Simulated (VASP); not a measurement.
# PbS (Galena) (Fm-3m) in VASP: notebook

PbS (Galena) is run at these levels: PBEsol; tasks: single point.

Program: VASP 6.6.1. These are calculated values, not measurements. Logs are shortened: lines on timing, memory, paths and dates and some standing lists are left out, and cuts for length are marked.

**1. The cell of the first run**

Symmetry: Fm-3m, No. 225, cubic system. The conventional cell has a = 5.376 Å, b = 5.376 Å, c = 5.376 Å, α = 90.00°, β = 90.00°, γ = 90.00°. Within 3.5 Å of Pb (site symmetry m-3m) lie 6 S at 2.69 Å. S (site symmetry m-3m) has 6 Pb at 2.69 Å within 3.5 Å.

**2. Single point, PBEsol**

Contents of INCAR:

```
SYSTEM = PbS
PREC = Accurate
ENCUT = 520
EDIFF = 1E-6
ISMEAR = -1
SIGMA = 0.05
LREAL = .FALSE.
LASPH = .TRUE.
NELM = 80
ALGO = Normal
ISIF = 2
LWAVE = .FALSE.
LCHARG = .FALSE.
GGA = PS
NBANDS = 17
```

Contents of KPOINTS:

```
regular mesh
0
G
  8 8 8
  0 0 0
```

Contents of POSCAR:

```
PbS
1.0
    0.0000000000      2.6882298685      2.6882298685
    2.6882298685      0.0000000000      2.6882298685
    2.6882298685      2.6882298685      0.0000000000
Pb S
1 1
Direct
    0.0000000000      0.0000000000      0.0000000000
    0.5000000000      0.5000000000      0.5000000000
```

Potentials or basis: VASP PAW PBE potentials, release 64 (Pb_d, S).

Run with:

```
$ cat potpaw_PBE.64/Pb_d/POTCAR potpaw_PBE.64/S/POTCAR > POTCAR
$ mpirun -np 1 vasp_std > vasp.out
```

OUTCAR:

```text
SYSTEM = PbS
   PREC = Accurate
   ENCUT = 520
   EDIFF = 1E-6
   ISMEAR = -1
   LREAL = .FALSE.
   LASPH = .TRUE.
   NELM = 80
   ISIF = 2
   GGA = PS

 ion  position               nearest neighbor table
   1  0.000  0.000  0.000-   2 2.69   2 2.69   2 2.69   2 2.69   2 2.69   2 2.69
   2  0.500  0.500  0.500-   1 2.69   1 2.69   1 2.69   1 2.69   1 2.69   1 2.69

  LATTYP: Found a face centered cubic cell.
 ALAT       =     5.3764597370

  Lattice vectors:

 A1 = (   0.0000000000,   2.6882298685,   2.6882298685)
 A2 = (   2.6882298685,   0.0000000000,   2.6882298685)
 A3 = (   2.6882298685,   2.6882298685,   0.0000000000)

Analysis of symmetry for initial positions (statically):
=====================================================================
 Subroutine PRICEL returns:
 Original cell was already a primitive cell.

 Routine SETGRP: Setting up the symmetry group for a
 face centered cubic supercell.

 Subroutine GETGRP returns: Found 48 space group operations
[... 9 lines left out ...]

 Routine SETGRP: Setting up the symmetry group for a
 face centered cubic supercell.

 Subroutine GETGRP returns: Found 48 space group operations
[... 11 lines left out ...]
                                     Primitive cell

  volume of cell :      38.8534

  direct lattice vectors                    reciprocal lattice vectors
     0.000000000  2.688229869  2.688229869    -0.185995999  0.185995999  0.185995999
     2.688229869  0.000000000  2.688229869     0.185995999 -0.185995999  0.185995999
     2.688229869  2.688229869  0.000000000     0.185995999  0.185995999 -0.185995999

  length of vectors
     3.801731139  3.801731139  3.801731139     0.322154520  0.322154520  0.322154520

  position of ions in fractional coordinates (direct lattice)
     0.000000000  0.000000000  0.000000000
     0.500000000  0.500000000  0.500000000

  ion indices of the primitive-cell ions
   primitive index   ion index
                 1           1
                 2           2

----------------------------------------------------------------------------------------

 KPOINTS: regular mesh

Automatic generation of k-mesh.
 Grid dimensions read from file:
 generate k-points for:    8    8    8

 Generating k-lattice:

  Cartesian coordinates                     Fractional coordinates (reciprocal lattice)
    -0.023249500  0.023249500  0.023249500     0.125000000  0.000000000  0.000000000
     0.023249500 -0.023249500  0.023249500     0.000000000  0.125000000  0.000000000
     0.023249500  0.023249500 -0.023249500     0.000000000  0.000000000  0.125000000

  Length of vectors
     0.040269315  0.040269315  0.040269315

  Shift w.r.t. Gamma in fractional coordinates (k-lattice)
     0.000000000  0.000000000  0.000000000

 Subroutine IBZKPT returns following result:
 ===========================================

 Found     29 irreducible k-points:

 Following reciprocal coordinates:
            Coordinates               Weight
  0.000000  0.000000  0.000000      1.000000
  0.125000  0.000000  0.000000      8.000000
  0.250000  0.000000  0.000000      8.000000
  0.375000  0.000000  0.000000      8.000000
  0.500000  0.000000  0.000000      4.000000
  0.125000  0.125000  0.000000      6.000000
[... 16 lines left out ...]
  0.500000  0.250000  0.125000     48.000000
 -0.375000  0.250000  0.125000     24.000000
 [... further k-points ...]
   k-points           NKPTS =     29   k-points in BZ     NKDIM =     29   number of bands    NBANDS=     17
   number of dos      NEDOS =    301   number of ions     NIONS =      2
   total plane-waves  NPLWV =  21952
   dimension x,y,z NGX =    28 NGY =   28 NGZ =   28
   dimension x,y,z NGXF=    56 NGYF=   56 NGZF=   56
   ions per type =               1   1
   NGX,Y,Z   is equivalent  to a cutoff of  12.24, 12.24, 12.24 a.u.
   NGXF,Y,Z  is equivalent  to a cutoff of  24.49, 24.49, 24.49 a.u.
 SYSTEM =  PbS
   PREC   = accura    normal or accurate (medium, high low for compatibility)
   ISTART =      0    job   : 0-new  1-cont  2-samecut
   ICHARG =      2    charge: 1-file 2-atom 10-const
   ISPIN  =      1    spin polarized calculation?
   LNONCOLLINEAR =      F non collinear calculations
   LSORBIT =      F    spin-orbit coupling
   LASPH  =      T    aspherical Exc in radial PAW
   ENCUT  =  520.0 eV  38.22 Ry    6.18 a.u.   7.07  7.07  7.07*2*pi/ulx,y,z
   NELM   =     80;   NELMIN=  2; NELMDL= -5     # of ELM steps
   EDIFF  = 0.1E-05   stopping-criterion for ELM
   LREAL  =      F    real-space projection
   EDIFFG = 0.1E-04   stopping-criterion for IOM
   NSW    =      0    number of steps for IOM
   IBRION =     -1    ionic relax: 0-MD 1-quasi-New 2-CG
   NFREE  =      0    steps in history (QN), initial steepest desc. (CG)
   ISIF   =      2    stress and relaxation
   ISYM   =      2    0-nonsym 1-usesym 2-fastsym
   POTIM  = 0.5000    time-step for ionic-motion
   TEBEG  =    0.0;   TEEND  =   0.0 temperature during run
   PSTRESS=    0.0 pullay stress
   NELECT =      20.0000    total number of electrons
   NUPDOWN=      -1.0000    fix difference up-down
   EMIN   =  10.00;   EMAX   =-10.00  energy-range for DOS
   EFERMI =   0.00;   METHOD = LEGACY
   ISMEAR =    -1;   SIGMA  =   0.05  broadening in eV -4-tet -1-fermi 0-gaus
   EFERMI_NEDOS =   21; number of points for ismear=-14 and -15
   IALGO  =     38    algorithm
   IMIX   =      4    mixing-type and parameters
     AMIX     =   0.40;   BMIX     =  1.00
     AMIX_MAG =   1.60;   BMIX_MAG =  1.00
  volume/ion in A,a.u.               =      19.43       131.10
  Fermi-wavevector in a.u.,A,eV,Ry     =   1.312024  2.479366 23.421162  1.721407
  Thomas-Fermi vector in A             =   2.442445
   LORBIT       =      0    0 simple, 1 ext, 2 COOP (PROOUT), +10 PAW based schemes
   GGA     = PS    functional components
   LHFCALC =     F    Hartree Fock is set to
   AEXX    =    0.0000 exact exchange contribution
   IVDW    =     0    specifies the selected vdW correction
   LEPSILON=     F    determine dielectric tensor
   LRPA    =     F    only Hartree local field effects (RPA)
 non-spin polarized calculation
  energy-cutoff  :      520.00
  volume of cell :       38.85
 maximum number of plane-waves:      1058
   NGX = 15   NGY = 15   NGZ = 15

 number of electron      19.9999996 magnetization

 Free energy of the ion-electron system (eV)
  ---------------------------------------------------
  ext. energy  EPLUGINS =         0.00000000
  ---------------------------------------------------
  free energy    TOTEN  =        -8.53755413 eV

  energy without entropy =       -8.53752007  energy(sigma->0) =       -8.53753710

 E-fermi :  10.0841     XC(G=0): -11.3404

 val. band max:        9.6940573831   @ k =  -0.2500   0.1250   0.0000
 cond. band min:      10.4740002571   @ k =  -0.3750   0.1250   0.0000
 fundamental gap:      0.7799428740
 Fermi energy:        10.0841150079

 k-point     1 :       0.0000    0.0000    0.0000
  band No.  band energies     occupation
      1      -7.4073      2.00000
      2      -7.4073      2.00000
      3      -7.4059      2.00000
      4      -7.4059      2.00000
      5      -7.4059      2.00000
      6      -6.6222      2.00000
[... 9 lines left out ...]
     16      16.2419      0.00000
     17      17.4592      0.00000

 k-point     2 :       0.1250    0.0000    0.0000
  band No.  band energies     occupation
      1      -7.4236      2.00000
      2      -7.4236      2.00000
      3      -7.4075      2.00000
      4      -7.3861      2.00000
      5      -7.3861      2.00000
      6      -6.4173      2.00000
[... 9 lines left out ...]
     16      16.5530      0.00000
     17      19.2672      0.00000

 k-point     3 :       0.2500    0.0000    0.0000
  band No.  band energies     occupation
      1      -7.4634      2.00000
      2      -7.4634      2.00000
      3      -7.4161      2.00000
      4      -7.3372      2.00000
      5      -7.3372      2.00000
      6      -5.8258      2.00000
[... 9 lines left out ...]
     16      17.4368      0.00000
     17      22.2244      0.00000

 k-point     4 :       0.3750    0.0000    0.0000
  band No.  band energies     occupation
      1      -7.5027      2.00000
      2      -7.5027      2.00000
      3      -7.4271      2.00000
      4      -7.2878      2.00000
      5      -7.2878      2.00000
      6      -4.9886      2.00000
[... 9 lines left out ...]
     16      18.7205      0.00000
     17      23.2587      0.00000

 k-point     5 :       0.5000    0.0000    0.0000
  band No.  band energies     occupation
      1      -7.5189      2.00000
      2      -7.5189      2.00000
      3      -7.4320      2.00000
      4      -7.2671      2.00000
      5      -7.2671      2.00000
      6      -4.4668      2.00000
[... 9 lines left out ...]
     16      19.5859      0.00000
     17      21.4472      0.00000

 k-point     6 :       0.1250    0.1250    0.0000
  band No.  band energies     occupation
      1      -7.4691      2.00000
      2      -7.4189      2.00000
      3      -7.3961      2.00000
      4      -7.3812      2.00000
      5      -7.3812      2.00000
      6      -6.3246      2.00000
[... 9 lines left out ...]
     16      18.1208      0.00000
     17      19.3468      0.00000
[... 281 lines left out ...]
 k-point    21 :       0.5000    0.5000    0.0000
  band No.  band energies     occupation
      1      -8.0626      2.00000
      2      -7.4947      2.00000
      3      -7.3306      2.00000
      4      -7.2209      2.00000
      5      -7.2209      2.00000
      6      -3.1236      2.00000
[... 9 lines left out ...]
     16      22.1059      0.00000
     17      22.1059      0.00000

 k-point    22 :       0.3750    0.2500    0.1250
  band No.  band energies     occupation
      1      -7.6381      2.00000
      2      -7.4257      2.00000
      3      -7.4246      2.00000
      4      -7.3197      2.00000
      5      -7.3125      2.00000
      6      -5.1781      2.00000
[... 9 lines left out ...]
     16      19.9416      0.00000
     17      20.7560      0.00000

 k-point    23 :       0.5000    0.2500    0.1250
  band No.  band energies     occupation
      1      -7.6981      2.00000
      2      -7.4541      2.00000
      3      -7.4045      2.00000
      4      -7.3202      2.00000
      5      -7.2756      2.00000
      6      -4.3296      2.00000
[... 9 lines left out ...]
     16      20.5564      0.00000
     17      22.0067      0.00000

 k-point    24 :      -0.3750    0.2500    0.1250
  band No.  band energies     occupation
      1      -7.7178      2.00000
      2      -7.4688      2.00000
      3      -7.3856      2.00000
      4      -7.3314      2.00000
      5      -7.2585      2.00000
      6      -3.8271      2.00000
[... 9 lines left out ...]
     16      21.0724      0.00000
     17      21.5818      0.00000

 [... further k-points ...]

------------------------ aborting loop because EDIFF is reached ----------------------------------------

  FORCE on cell =-STRESS in cart. coord.  units (eV):
  Direction    XX          YY          ZZ          XY          YZ          ZX
  --------------------------------------------------------------------------------------
  -------------------------------------------------------------------------------------
  Total        7.2679823      7.2679823      7.2679823     -0.0000000      0.0000000      0.0000000
  in kB      299.7058642    299.7058642    299.7058642     -0.0000000      0.0000000      0.0000000
  external PRESSURE =     299.7058642 kB  Pullay stress =       0.0000000 kB

 VOLUME and BASIS-vectors are now :
 -----------------------------------------------------------------------------
  energy-cutoff  :      520.00
  volume of cell :       38.85
      direct lattice vectors                 reciprocal lattice vectors
     0.000000000  2.688229869  2.688229869    -0.185995999  0.185995999  0.185995999
     2.688229869  0.000000000  2.688229869     0.185995999 -0.185995999  0.185995999
     2.688229869  2.688229869  0.000000000     0.185995999  0.185995999 -0.185995999

 POSITION                                       TOTAL-FORCE (eV/Angst)
 -----------------------------------------------------------------------------------
      0.00000      0.00000      0.00000        -0.000000      0.000000      0.000000
      2.68823      2.68823      2.68823         0.000000     -0.000000     -0.000000
 -----------------------------------------------------------------------------------
    total drift:                                0.000000      0.000000      0.000000

  FREE ENERGIE OF THE ION-ELECTRON SYSTEM (eV)
  ---------------------------------------------------
  free  energy   TOTEN  =        -8.5375541302 eV

  energy  without entropy=       -8.5375200672  energy(sigma->0) =       -8.53753710
```

Run time: 24 s. Hardware: 1 thread of Intel Xeon 6975P-C, shared host; peak memory 0.16 GiB.

What came out:

* Free energy: -8.5376 eV
* Pressure: 30.0 GPa
* Band gap on the k mesh: 0.78 eV, indirect (least direct gap 1.07 eV)

Caveat: the PAW data sets were made with another functional, which shifts forces and pressure a little; spin-orbit coupling is left out, which moves the levels of the heavy elements.

**3. Single point, PBEsol**

This run uses another cell than the first one, of 20.74 Å³/atom, 1.068 times its volume.

Contents of INCAR:

```
PREC = Accurate
ENCUT = 520
EDIFF = 1E-7
ISMEAR = -1
SIGMA = 0.05
LREAL = F
LASPH = T
NELM = 80
ALGO = Normal
ISIF = 2
LWAVE = F
LCHARG = F
GGA = PS
NBANDS = 17
```

Contents of KPOINTS:

```
Automatic mesh
0
Gamma
  8 8 8
```

Contents of POSCAR:

```
PbS
1.0
    0.0000000000      2.7474595577      2.7474595577
    2.7474595577      0.0000000000      2.7474595577
    2.7474595577      2.7474595577      0.0000000000
Pb S
1 1
Direct
    0.0000000000      0.0000000000      0.0000000000
    0.5000000000      0.5000000000      0.5000000000
```

Potentials or basis: VASP PAW PBE potentials, release 64 (Pb_d, S).

Run with:

```
$ cat potpaw_PBE.64/Pb_d/POTCAR potpaw_PBE.64/S/POTCAR > POTCAR
$ mpirun -np 1 vasp_std > vasp.out
```

OUTCAR:

```text
PREC = Accurate
   ENCUT = 520
   EDIFF = 1E-7
   ISMEAR = -1
   LREAL = F
   LASPH = T
   NELM = 80
   ISIF = 2
   GGA = PS

 ion  position               nearest neighbor table
   1  0.000  0.000  0.000-   2 2.75   2 2.75   2 2.75   2 2.75   2 2.75   2 2.75
   2  0.500  0.500  0.500-   1 2.75   1 2.75   1 2.75   1 2.75   1 2.75   1 2.75

  LATTYP: Found a face centered cubic cell.
 ALAT       =     5.4949191154

  Lattice vectors:

 A1 = (   0.0000000000,   2.7474595577,   2.7474595577)
[... 665 lines left out ...]

------------------------ aborting loop because EDIFF is reached ----------------------------------------

  FORCE on cell =-STRESS in cart. coord.  units (eV):
  Direction    XX          YY          ZZ          XY          YZ          ZX
  --------------------------------------------------------------------------------------
  -------------------------------------------------------------------------------------
  Total        5.1665193      5.1665193      5.1665193      0.0000000     -0.0000000      0.0000000
  in kB      199.5651567    199.5651567    199.5651567      0.0000000     -0.0000000      0.0000000
  external PRESSURE =     199.5651567 kB  Pullay stress =       0.0000000 kB

 VOLUME and BASIS-vectors are now :
 -----------------------------------------------------------------------------
  energy-cutoff  :      520.00
  volume of cell :       41.48
      direct lattice vectors                 reciprocal lattice vectors
     0.000000000  2.747459558  2.747459558    -0.181986300  0.181986300  0.181986300
     2.747459558  0.000000000  2.747459558     0.181986300 -0.181986300  0.181986300
     2.747459558  2.747459558  0.000000000     0.181986300  0.181986300 -0.181986300

 POSITION                                       TOTAL-FORCE (eV/Angst)
 -----------------------------------------------------------------------------------
      0.00000      0.00000      0.00000        -0.000000     -0.000000     -0.000000
      2.74746      2.74746      2.74746         0.000000      0.000000      0.000000
 -----------------------------------------------------------------------------------
    total drift:                               -0.000000      0.000000      0.000000

  FREE ENERGIE OF THE ION-ELECTRON SYSTEM (eV)
  ---------------------------------------------------
  free  energy   TOTEN  =        -8.9442748216 eV

  energy  without entropy=       -8.9442662536  energy(sigma->0) =       -8.94427054
```

OSZICAR:

```text
N       E                     dE             d eps       ncg     rms          rms(c)
DAV:   1     0.156181050536E+03    0.15618E+03   -0.99159E+03  1026   0.131E+03
DAV:   2     0.110330080210E+01   -0.15508E+03   -0.14923E+03  1036   0.327E+02
DAV:   3    -0.901305828216E+01   -0.10116E+02   -0.10044E+02  1313   0.892E+01
DAV:   4    -0.922710428974E+01   -0.21405E+00   -0.21386E+00  1275   0.134E+01
DAV:   5    -0.923468479710E+01   -0.75805E-02   -0.75797E-02  1443   0.246E+00    0.779E+00
DAV:   6    -0.895535525380E+01    0.27933E+00   -0.64579E-01  1562   0.771E+00    0.508E+00
DAV:   7    -0.894532725489E+01    0.10028E-01   -0.11435E-01  1395   0.207E+00    0.194E+00
DAV:   8    -0.894427475673E+01    0.10525E-02   -0.10830E-02  1409   0.122E+00    0.327E-01
DAV:   9    -0.894425840523E+01    0.16352E-04   -0.70227E-04  1377   0.269E-01    0.133E-01
DAV:  10    -0.894427406058E+01   -0.15655E-04   -0.12931E-04  1258   0.125E-01    0.223E-02
DAV:  11    -0.894427476150E+01   -0.70092E-06   -0.31757E-05  1544   0.681E-02    0.275E-02
DAV:  12    -0.894427475095E+01    0.10549E-07   -0.21713E-06  1153   0.109E-02    0.333E-03
DAV:  13    -0.894427482156E+01   -0.70602E-07   -0.81150E-08   776   0.243E-03
   1 F= -.89442748E+01 E0= -.89442705E+01  d E =-.856793E-05
```

It used 27 s of CPU time on 1 thread of Intel Xeon 6975P-C (shared host).

What came out:

```yaml
Free_energy: -8.9443 eV
Pressure: 20.0 GPa
Band_gap_on_the_k_mesh: 0.87 eV, indirect (least direct gap 0.90 eV)
```

Caveat: the PAW data sets were made with another functional, which shifts forces and pressure a little; spin-orbit coupling is left out, which moves the levels of the heavy elements.
